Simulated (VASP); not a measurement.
# TiO2 in VASP: notebook, part 2 of 2

VASP 6.6.1.

## Step 4: Single point, r2SCAN+D3(BJ)

This run uses another cell than the first one, of 11.33 Å³/atom.

POSCAR

```
TiO2
1.0
    2.6686449659     -2.6687115725     -0.0201249256
    2.6686449659      2.6687115725     -0.0201249256
   -2.6328165901      0.0000000000      4.7935179788
Ti O
2 4
Direct
    0.1249922548      0.8750077452      0.2500000000
    0.8750077452      0.1249922548      0.7500000000
    0.3327390995      0.0827114142      0.6654662304
    0.6672609005      0.9172885858      0.3345337696
    0.9172885858      0.6672609005      0.8345337696
    0.0827114142      0.3327390995      0.1654662304
```

INCAR.step1

```
PREC     = Accurate       # precision mode
ENCUT    = 520            # plane-wave cutoff, eV
ISMEAR   = 0              # smearing method
SIGMA    = 0.02           # smearing width, eV
LREAL    = F              # projectors in reciprocal space
LASPH    = T              # aspherical terms in the spheres
NELM     = 60             # most SCF steps
NBANDS   = 33             # bands
GGA      = PE             # functional
ALGO     = Normal         # electronic algorithm
EDIFF    = 1E-4           # SCF threshold, eV
LWAVE    = T              # write WAVECAR
LCHARG   = F              # write CHGCAR
```

INCAR.step2

```
PREC     = Accurate       # precision mode
ENCUT    = 520            # plane-wave cutoff, eV
EDIFF    = 1E-6           # SCF threshold, eV
ISMEAR   = 0              # smearing method
SIGMA    = 0.02           # smearing width, eV
LREAL    = F              # projectors in reciprocal space
LASPH    = T              # aspherical terms in the spheres
NELM     = 60             # most SCF steps
ALGO     = Normal         # electronic algorithm
ISIF     = 2              # what is computed and relaxed
LWAVE    = F              # write WAVECAR
LCHARG   = F              # write CHGCAR
METAGGA  = R2SCAN         # meta-GGA
LMIXTAU  = T            
IVDW     = 12             # dispersion correction
VDW_S6   = 1.0          
VDW_S8   = 0.78981345   
VDW_A1   = 0.49484001   
VDW_A2   = 5.73083694   
NBANDS   = 33             # bands
ISTART   = 1
```

KPOINTS

```
Automatic mesh
0
Gamma
  8 8 6
```

Potentials or basis: VASP PAW PBE potentials, release 64 (Ti_sv, O).

Command:

```console
$ cat potpaw_PBE.64/Ti_sv/POTCAR potpaw_PBE.64/O/POTCAR > POTCAR
$ cp INCAR.step1 INCAR
$ mpirun -np 1 vasp_std > vasp.out
$ cp INCAR.step2 INCAR
$ mpirun -np 1 vasp_std > vasp.out
```

OUTCAR:

```text
PREC = Accurate
   ENCUT = 520
   EDIFF = 1E-6
   ISMEAR = 0
   LREAL = F
   LASPH = T
   NELM = 60
   ISIF = 2
   METAGGA = R2SCAN
   IVDW = 12
   ISTART = 1
 IVDW          = 12

 ion  position               nearest neighbor table
   1  0.125  0.875  0.250-   4 1.93   6 1.93   6 1.93   4 1.93   3 1.98   5 1.98
   2  0.875  0.125  0.750-   5 1.93   3 1.93   5 1.93   3 1.93   6 1.98   4 1.98
   3  0.333  0.083  0.665-   2 1.93   2 1.93   1 1.98
   4  0.667  0.917  0.335-   1 1.93   1 1.93   2 1.98
   5  0.917  0.667  0.835-   2 1.93   2 1.93   1 1.98
   6  0.083  0.333  0.165-   1 1.93   1 1.93   2 1.98

  Warning from LATTYP: Got some problem with cell dimensions!
  Tried to take original basis but could not verify dimensions!
  LATTYP: Found a base centered monoclinic cell.
 ALAT       =     5.3374416968
 B/A-ratio  =     0.9999965242
 C/A-ratio  =     1.0246100473
 COS(beta)  =    -0.4879596307

  Lattice vectors:

 A1 = (  -2.6686449659,   2.6687115725,   0.0201249256)
 A2 = (  -2.6686449659,  -2.6687115725,   0.0201249256)
 A3 = (   2.7044733417,   0.0000000000,   4.7532681276)

Analysis of symmetry for initial positions (statically):
=====================================================================
 Subroutine PRICEL returns:
 Original cell was already a primitive cell.

 Routine SETGRP: Setting up the symmetry group for a
 base centered monoclinic supercell.

 Subroutine GETGRP returns: Found  4 space group operations
 (whereof  2 operations were pure point group operations)
 out of a pool of  4 trial point group operations.

The static configuration has the point symmetry S_2 .
 The point group associated with its full space group is C_2h.

Analysis of symmetry for dynamics (positions and initial velocities):
=====================================================================
 Subroutine PRICEL returns:
 Original cell was already a primitive cell.

[... 137 lines left out ...]
  volume/ion in A,a.u.               =      11.33        76.47
  Fermi-wavevector in a.u.,A,eV,Ry     =   1.457686  2.754626 28.910300  2.124847
  Thomas-Fermi vector in A             =   2.574458
   LORBIT       =      0    0 simple, 1 ext, 2 COOP (PROOUT), +10 PAW based schemes
   METAGGA = R2SCAN    functional components
   LHFCALC =     F    Hartree Fock is set to
   AEXX    =    0.0000 exact exchange contribution
   IVDW    =    12    specifies the selected vdW correction
   LEPSILON=     F    determine dielectric tensor
   LRPA    =     F    only Hartree local field effects (RPA)
 non-spin polarized calculation
 Gauss-broadening in eV      SIGMA  =   0.02
  energy-cutoff  :      520.00
  volume of cell :       67.99
 maximum number of plane-waves:      1850
   NGX = 15   NGY = 15   NGZ = 21

 number of electron      47.9999993 magnetization

 Free energy of the ion-electron system (eV)
  ---------------------------------------------------
  ext. energy  EPLUGINS =         0.00000000
  ---------------------------------------------------
  free energy    TOTEN  =       -69.85373092 eV

  energy without entropy =      -69.85373092  energy(sigma->0) =      -69.85373092

 E-fermi :   3.2094     XC(G=0): -11.4791

 val. band max:        3.0341116417   @ k =  -0.3750   0.3750   0.0000
 cond. band min:       5.6241556622   @ k =   0.0000   0.0000   0.0000
 fundamental gap:      2.5900440205
 Fermi energy:         3.2094327133

 k-point     1 :       0.0000    0.0000    0.0000
  band No.  band energies     occupation
      1     -55.4982      2.00000
      2     -55.4371      2.00000
      3     -30.9233      2.00000
      4     -30.6711      2.00000
      5     -30.6711      2.00000
      6     -30.5998      2.00000
[... 853 lines left out ...]
     32       9.3976      0.00000
     33       9.5609      0.00000

 [... further k-points ...]

------------------------ aborting loop because EDIFF is reached ----------------------------------------

 Edisp (eV)   -0.64653

 E8    (eV) :    -0.1998

  FORCE on cell =-STRESS in cart. coord.  units (eV):
  Direction    XX          YY          ZZ          XY          YZ          ZX
  --------------------------------------------------------------------------------------
  -------------------------------------------------------------------------------------
  Total       0.38353     0.38334     0.29435     0.00000     0.00000    -0.00039
  in kB       9.03719     9.03288     6.93596     0.00000     0.00000    -0.00919
  external pressure =        8.34 kB  Pullay stress =        0.00 kB

 VOLUME and BASIS-vectors are now :
 -----------------------------------------------------------------------------
  energy-cutoff  :      520.00
  volume of cell :       67.99
      direct lattice vectors                 reciprocal lattice vectors
     2.668644966 -2.668711572 -0.020124926     0.188140280 -0.187356328  0.103335140
     2.668644966  2.668711572 -0.020124926     0.188140280  0.187356328  0.103335140
    -2.632816590  0.000000000  4.793517979     0.001579762  0.000000000  0.209482728

 POSITION                                       TOTAL-FORCE (eV/Angst)
 -----------------------------------------------------------------------------------
      2.01044      2.00158      1.17825         0.000000     -0.001151     -0.000000
      0.69403     -2.00158      3.57501         0.000000      0.001151     -0.000000
     -0.64336     -0.66725      3.18156        -0.000323      0.000597      0.025719
      3.34783      0.66725      1.57170         0.000323     -0.000597     -0.025719
      2.03143     -0.66725      3.96846         0.000323      0.000597     -0.025719
      0.67305      0.66725      0.78480        -0.000323     -0.000597      0.025719
 -----------------------------------------------------------------------------------
    total drift:                                0.000000      0.000000     -0.000000

  FREE ENERGIE OF THE ION-ELECTRON SYSTEM (eV)
  ---------------------------------------------------
  free  energy   TOTEN  =       -70.5002629627 eV

  energy  without entropy=      -70.5002629627  energy(sigma->0) =      -70.50026296
```

OUTCAR.step1:

```text
PREC = Accurate
   ENCUT = 520
   ISMEAR = 0
   LREAL = F
[... 1107 lines left out ...]
     -0.64336     -0.66725      3.18156         0.000850      0.000045      0.110951
      3.34783      0.66725      1.57170        -0.000850     -0.000045     -0.110951
      2.03143     -0.66725      3.96846        -0.000850      0.000045     -0.110951
      0.67305      0.66725      0.78480         0.000850     -0.000045      0.110951
 -----------------------------------------------------------------------------------
    total drift:                                0.000000      0.000000     -0.000000

  FREE ENERGIE OF THE ION-ELECTRON SYSTEM (eV)
  ---------------------------------------------------
  free  energy   TOTEN  =       -53.8205092365 eV

  energy  without entropy=      -53.8205092365  energy(sigma->0) =      -53.82050924
```

Run time: 8.9 min. Hardware: 1 thread of AMD EPYC 9R45 (Zen 5), shared host; peak memory 0.3 GiB.

Results:

```yaml
Free_energy: -70.5003 eV
Pressure: 0.8 GPa
Largest_force: 0.026 eV/Å
Band_gap_on_the_k_mesh: 2.59 eV (least direct gap 2.91 eV)
Dispersion_energy_per_atom: -0.108 eV
```

Forces in eV/Å, atoms in the order of the input:
```
Ti   0.000 -0.001  0.000
Ti   0.000  0.001  0.000
O    0.000  0.001  0.026
O    0.000 -0.001 -0.026
O    0.000  0.001 -0.026
O    0.000 -0.001  0.026
```

Levels at points of the mesh, in eV from the valence-band top:
```csv
k point,band 21,band 22,band 23,band 24,band 25,band 26,band 27,band 28
"(0.00, 0.00, 0.00)",-0.76,-0.76,-0.45,-0.45,2.59,3.32,4.50,4.50
"(0.50, 0.00, 0.00)",-1.94,-0.94,-0.84,-0.65,3.73,4.01,4.05,4.12
"(0.50, 0.50, 0.00)",-2.07,-2.07,0.00,0.00,3.80,3.80,4.27,4.27
"(0.00, 0.00, 0.50)",-1.27,-1.27,-0.09,-0.09,2.94,2.94,4.27,4.27
"(0.50, 0.00, 0.50)",-1.94,-0.94,-0.84,-0.65,3.73,4.01,4.05,4.12
"(0.50, 0.50, 0.50)",-2.07,-2.07,0.00,0.00,3.80,3.80,4.27,4.27
```

Caveat: three body term missing; the PAW data sets were made with another functional, which shifts forces and pressure a little.

## Step 5: Summary

| level | potentials or basis | cell | k mesh | cutoff (eV) | gap on the mesh (eV) | pressure (GPa) | largest force (eV/Å) |
| --- | --- | --- | --- | --- | --- | --- | --- |
| r2SCAN | VASP PAW PBE potentials, release 64 (Ti_sv, O_h) | a = 3.827, b = 3.827, c = 5.472 Å, angles 109.9, 109.9, 90.0°, 6 atoms, atomic positions A | 4 × 4 × 2 | 910 | 2.47 | -5.5 | 0.19 |
| r2SCAN+D4 | VASP PAW PBE potentials, release 64 (Ti_sv, O) | a = 3.771, b = 3.771, c = 5.471 Å, angles 110.2, 110.2, 90.0°, 6 atoms, atomic positions B | 8 × 8 × 6 | 520 | 2.60 | 1.3 | 0.03 |
| r2SCAN+D3(BJ) | VASP PAW PBE potentials, release 64 (Ti_sv, O) | a = 3.774, b = 3.774, c = 5.469 Å, angles 110.2, 110.2, 90.0°, 6 atoms, atomic positions B | 8 × 8 × 6 | 520 | 2.59 | 0.8 | 0.03 |

Alike in all rows: task single point; no spin polarisation; smearing gaussian 0.02 eV.

Caveats: some runs use coarse meshes; the PAW data sets were made with another functional, which shifts forces and pressure a little; the cutoff is under 1.25 times the usual one of these potentials, so pressure, stress and relaxed cells hold a basis-set (Pulay) error (at least some runs); three body term missing (at least some runs).

Total energies depend on the potentials used, so only differences within one code and one set of settings carry meaning.
